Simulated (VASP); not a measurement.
# AlN (I-4m2) in VASP: notebook

AlN is run at these levels: PBE; tasks: single point.

Everything below comes from runs of VASP 6.6.1. Logs are shortened: lines on timing, memory, paths and dates and some standing lists are left out, and cuts for length are marked.

## 1. The cell of the first run

The structure is tetragonal, space group I-4m2 (No. 119). The conventional cell has a = 2.966 Å, b = 2.966 Å, c = 4.537 Å, α = 90.00°, β = 90.00°, γ = 90.00°. Within 2.5 Å of Al (site symmetry -4m2) lie 4 N at 1.87 Å. Within 2.5 Å of N (site symmetry -4m2) lie 4 Al at 1.87 Å.

## 2. Single point, PBE (epitaxial xy strain -4.0%)

The input, INCAR:

```
SYSTEM = AlN
PREC = Accurate
ENCUT = 520
EDIFF = 1E-7
ISMEAR = 0
SIGMA = 0.01
LREAL = .False.
LASPH = .True.
NELM = 60
ALGO = Normal
ISIF = 2
LWAVE = .False.
LCHARG = .True.
GGA = PE
LELF = .True.
LVHAR = .True.
NBANDS = 11
```

The input, KPOINTS:

```
Automatic mesh
0
Gamma
  6 6 6
  0 0 0
```

The input, POSCAR:

```
AlN
1.0
    0.0000000000      2.0974813560      2.2683174736
    2.0974813560      0.0000000000      2.2683174736
    2.0974813560      2.0974813560      0.0000000000
Al N
1 1
Direct
    0.0000000000      0.0000000000      0.0000000000
    0.2500000000      0.2500000000      0.2500000000
```

Potentials or basis: VASP PAW PBE potentials, release 64 (Al, N).

On the command line:

```bash
$ cat potpaw_PBE.64/Al/POTCAR potpaw_PBE.64/N/POTCAR > POTCAR
$ mpirun -np 1 vasp_std > vasp.out
```

OUTCAR:

```text
SYSTEM = AlN
   PREC = Accurate
   ENCUT = 520
   EDIFF = 1E-7
   ISMEAR = 0
   LREAL = .False.
   LASPH = .True.
   NELM = 60
   ISIF = 2
   GGA = PE

 ion  position               nearest neighbor table
   1  0.000  0.000  0.000-   2 1.87   2 1.87   2 1.87   2 1.87
   2  0.250  0.250  0.250-   1 1.87   1 1.87   1 1.87   1 1.87

  LATTYP: Found a body centered tetragonal cell.
 ALAT       =     2.9662865805
 C/A-ratio  =     1.5293987361

  Lattice vectors:

 A1 = (  -2.0974813560,   0.0000000000,   2.2683174736)
 A2 = (   2.0974813560,   0.0000000000,   2.2683174736)
 A3 = (   0.0000000000,   2.0974813560,  -2.2683174736)

Analysis of symmetry for initial positions (statically):
=====================================================================
 Subroutine PRICEL returns:
 Original cell was already a primitive cell.

 Routine SETGRP: Setting up the symmetry group for a
 body centered tetragonal supercell.

 Subroutine GETGRP returns: Found  8 space group operations
 (whereof  8 operations were pure point group operations)
 out of a pool of 16 trial point group operations.

The static configuration has the point symmetry D_2d.

Analysis of symmetry for dynamics (positions and initial velocities):
=====================================================================
 Subroutine PRICEL returns:
 Original cell was already a primitive cell.

 Routine SETGRP: Setting up the symmetry group for a
 body centered tetragonal supercell.

 Subroutine GETGRP returns: Found  8 space group operations
 (whereof  8 operations were pure point group operations)
 out of a pool of 16 trial point group operations.

The dynamic configuration has the point symmetry D_2d.

 Subroutine INISYM returns: Found  8 space group operations
 (whereof  8 operations are pure point group operations),
 and found     1 'primitive' translations

----------------------------------------------------------------------------------------

                                     Primitive cell

  volume of cell :      19.9586

  direct lattice vectors                    reciprocal lattice vectors
     0.000000000  2.097481356  2.268317474    -0.238381142  0.238381142  0.220427698
     2.097481356  0.000000000  2.268317474     0.238381142 -0.238381142  0.220427698
     2.097481356  2.097481356  0.000000000     0.238381142  0.238381142 -0.220427698

  length of vectors
     3.089448527  3.089448527  2.966286580     0.402789657  0.402789657  0.402789657

  position of ions in fractional coordinates (direct lattice)
     0.000000000  0.000000000  0.000000000
     0.250000000  0.250000000  0.250000000
[... 87 lines left out ...]
   PSTRESS=    0.0 pullay stress
   NELECT =       8.0000    total number of electrons
   NUPDOWN=      -1.0000    fix difference up-down
   EMIN   =  10.00;   EMAX   =-10.00  energy-range for DOS
   EFERMI =   0.00;   METHOD = LEGACY
   ISMEAR =     0;   SIGMA  =   0.01  broadening in eV -4-tet -1-fermi 0-gaus
   EFERMI_NEDOS =   21; number of points for ismear=-14 and -15
   IALGO  =     38    algorithm
   IMIX   =      4    mixing-type and parameters
     AMIX     =   0.40;   BMIX     =  1.00
     AMIX_MAG =   1.60;   BMIX_MAG =  1.00
  volume/ion in A,a.u.               =       9.98        67.34
  Fermi-wavevector in a.u.,A,eV,Ry     =   1.207058  2.281009 19.823539  1.456989
  Thomas-Fermi vector in A             =   2.342707
   LORBIT       =      0    0 simple, 1 ext, 2 COOP (PROOUT), +10 PAW based schemes
   GGA     = PE    functional components
   LHFCALC =     F    Hartree Fock is set to
   AEXX    =    0.0000 exact exchange contribution
   IVDW    =     0    specifies the selected vdW correction
   LEPSILON=     F    determine dielectric tensor
   LRPA    =     F    only Hartree local field effects (RPA)
 non-spin polarized calculation
 Gauss-broadening in eV      SIGMA  =   0.01
  energy-cutoff  :      520.00
  volume of cell :       19.96
 maximum number of plane-waves:       549
   NGX = 11   NGY = 11   NGZ = 11

 number of electron       7.9999999 magnetization

 Free energy of the ion-electron system (eV)
  ---------------------------------------------------
  ext. energy  EPLUGINS =         0.00000000
  ---------------------------------------------------
  free energy    TOTEN  =       -14.74825525 eV

  energy without entropy =      -14.74825525  energy(sigma->0) =      -14.74825525

 E-fermi :   6.6252     XC(G=0): -11.1276

 val. band max:        6.5484691953   @ k =  -0.1667   0.1667   0.0000
 cond. band min:       9.6440307277   @ k =   0.5000   0.0000   0.5000
 fundamental gap:      3.0955615324
 Fermi energy:         6.6252144990

 k-point     1 :       0.0000    0.0000    0.0000
  band No.  band energies     occupation
      1      -8.8366      2.00000
      2       6.1548      2.00000
      3       6.5432      2.00000
      4       6.5432      2.00000
      5      10.9510      0.00000
      6      19.3880      0.00000
      7      19.3880      0.00000
      8      19.4329      0.00000
      9      22.8334      0.00000
     10      24.0764      0.00000
     11      25.7716      0.00000
[... 309 lines left out ...]
 k-point    24 :       0.5000   -0.0000    0.3333
  band No.  band energies     occupation
      1      -6.0930      2.00000
      2       1.8817      2.00000
      3       3.7598      2.00000
      4       4.6682      2.00000
      5      11.0615      0.00000
      6      15.8863      0.00000
      7      19.8365      0.00000
      8      20.9299      0.00000
      9      22.7895      0.00000
     10      28.2303      0.00000
     11      30.5118      0.00000

 [... further k-points ...]

------------------------ aborting loop because EDIFF is reached ----------------------------------------

  FORCE on cell =-STRESS in cart. coord.  units (eV):
  Direction    XX          YY          ZZ          XY          YZ          ZX
  --------------------------------------------------------------------------------------
  -------------------------------------------------------------------------------------
  Total        2.2756907      2.2756907      0.6589005      0.0000000      0.0000000      0.0000000
  in kB      182.6811607    182.6811607     52.8932656      0.0000000      0.0000000      0.0000000
  external PRESSURE =     139.4185290 kB  Pullay stress =       0.0000000 kB

 VOLUME and BASIS-vectors are now :
 -----------------------------------------------------------------------------
  energy-cutoff  :      520.00
  volume of cell :       19.96
      direct lattice vectors                 reciprocal lattice vectors
     0.000000000  2.097481356  2.268317474    -0.238381142  0.238381142  0.220427698
     2.097481356  0.000000000  2.268317474     0.238381142 -0.238381142  0.220427698
     2.097481356  2.097481356  0.000000000     0.238381142  0.238381142 -0.220427698

 POSITION                                       TOTAL-FORCE (eV/Angst)
 -----------------------------------------------------------------------------------
      0.00000      0.00000      0.00000        -0.000000     -0.000000      0.000000
      1.04874      1.04874      1.13416         0.000000      0.000000     -0.000000
 -----------------------------------------------------------------------------------
    total drift:                                0.000000      0.000000     -0.000000

  FREE ENERGIE OF THE ION-ELECTRON SYSTEM (eV)
  ---------------------------------------------------
  free  energy   TOTEN  =       -14.7482552451 eV

  energy  without entropy=      -14.7482552451  energy(sigma->0) =      -14.74825525
```

OSZICAR:

```text
N       E                     dE             d eps       ncg     rms          rms(c)
DAV:   1     0.104563053076E+02    0.10456E+02   -0.38610E+03   676   0.606E+02
DAV:   2    -0.163880578913E+02   -0.26844E+02   -0.26053E+02   770   0.139E+02
DAV:   3    -0.172044975770E+02   -0.81644E+00   -0.81562E+00   826   0.232E+01
DAV:   4    -0.172084599526E+02   -0.39624E-02   -0.39621E-02   750   0.174E+00
DAV:   5    -0.172085043681E+02   -0.44415E-04   -0.44415E-04   810   0.181E-01    0.882E+00
DAV:   6    -0.147625869320E+02    0.24459E+01   -0.11605E+01   771   0.174E+01    0.289E+00
DAV:   7    -0.147548267599E+02    0.77602E-02   -0.19883E-01   732   0.337E+00    0.211E+00
DAV:   8    -0.147495609772E+02    0.52658E-02   -0.27121E-02   735   0.155E+00    0.577E-01
DAV:   9    -0.147482013354E+02    0.13596E-02   -0.38566E-03   801   0.372E-01    0.234E-01
DAV:  10    -0.147482426039E+02   -0.41268E-04   -0.38331E-04   744   0.128E-01    0.235E-02
DAV:  11    -0.147482552704E+02   -0.12666E-04   -0.12218E-05   768   0.267E-02    0.148E-02
DAV:  12    -0.147482552451E+02    0.25237E-07   -0.24476E-07   786   0.391E-03
   1 F= -.14748255E+02 E0= -.14748255E+02  d E =-.275312E-29
```

stdout:

```text
POSCAR found type information on POSCAR AlN
 POSCAR found :  2 types and       2 ions
 scaLAPACK will be used
 LDA part: xc-table for (Slater+PW92), standard interpolation
 POSCAR, INCAR and KPOINTS ok, starting setup
 FFT: planning ... GRIDC
 FFT: planning ... GRID_SOFT
 FFT: planning ... GRID
 WAVECAR not read
 entering main loop
```

Run time: 8.4 s. Hardware: 1 thread of Intel Xeon 8259CL, shared host; peak memory 0.13 GiB.

Results:

```
Free energy            : -14.7483 eV
Pressure               : 13.9 GPa
Band gap on the k mesh : 3.10 eV, indirect (least direct gap 4.41 eV)
```

Stress tensor (GPa, compression positive):
```
18.27  0.00  0.00
 0.00 18.27  0.00
 0.00  0.00  5.29
```

Caveat: the k points lie up to 0.42 Å⁻¹ apart; the cell differs from its parent crystal (epitaxial xy strain -4.0%). A k mesh can miss the band edges.

## 3. Single point, PBE (epitaxial xy strain -3.0%)

The input, INCAR:

```
SYSTEM = AlN
  ALGO = Normal
  EDIFF = 1E-6
  ENCUT = 520
  GGA = PE
  ISIF = 2
  ISMEAR = 0
  LASPH = .TRUE.
  LCHARG = .TRUE.
  LELF = .TRUE.
  LREAL = .FALSE.
  LVHAR = .TRUE.
  LWAVE = .FALSE.
  NBANDS = 11
  NELM = 100
  PREC = Accurate
  SIGMA = 0.01
```

The input, KPOINTS:

```
k-points
0
G
  6 6 6
  0 0 0
```

The input, POSCAR:

```
AlN
1.0
    0.0000000000      2.1193301201      2.2489384552
    2.1193301201      0.0000000000      2.2489384552
    2.1193301201      2.1193301201      0.0000000000
Al N
1 1
Direct
    0.0000000000      0.0000000000      0.0000000000
    0.2500000000      0.2500000000      0.2500000000
```

Potentials or basis: VASP PAW PBE potentials, release 64 (Al, N).

On the command line:

```bash
$ cat potpaw_PBE.64/Al/POTCAR potpaw_PBE.64/N/POTCAR > POTCAR
$ mpirun -np 1 vasp_std > vasp.out
```

Wall time 9 s (1 thread of Intel Xeon 8259CL, shared host); peak memory 0.13 GiB.

The run converged. Its results:

- Free energy: -14.7851 eV
- Pressure: 11.2 GPa
- Band gap on the k mesh: 3.15 eV, indirect (least direct gap 4.35 eV)

Stress tensor (GPa, compression positive):
```
14.31  0.00  0.00
 0.00 14.31  0.00
 0.00  0.00  5.01
```

Levels at points of the mesh, in eV from the valence-band top:
| k point | band 1 | band 2 | band 3 | band 4 | band 5 | band 6 | band 7 | band 8 |
| --- | --- | --- | --- | --- | --- | --- | --- | --- |
| (0.00, 0.00, 0.00) | -15.27 | -0.28 | 0.00 | 0.00 | 4.35 | 12.76 | 12.76 | 12.80 |
| (0.50, 0.00, 0.00) | -13.12 | -6.09 | -0.85 | -0.32 | 7.39 | 9.98 | 10.91 | 11.81 |
| (0.50, 0.50, 0.00) | -12.64 | -5.48 | -1.57 | -1.57 | 3.45 | 9.30 | 13.55 | 16.34 |
| (0.50, 0.00, 0.50) | -12.36 | -4.91 | -2.07 | -2.05 | 3.15 | 8.39 | 14.59 | 14.93 |

Caveat: the cell differs from its parent crystal (epitaxial xy strain -3.0%).
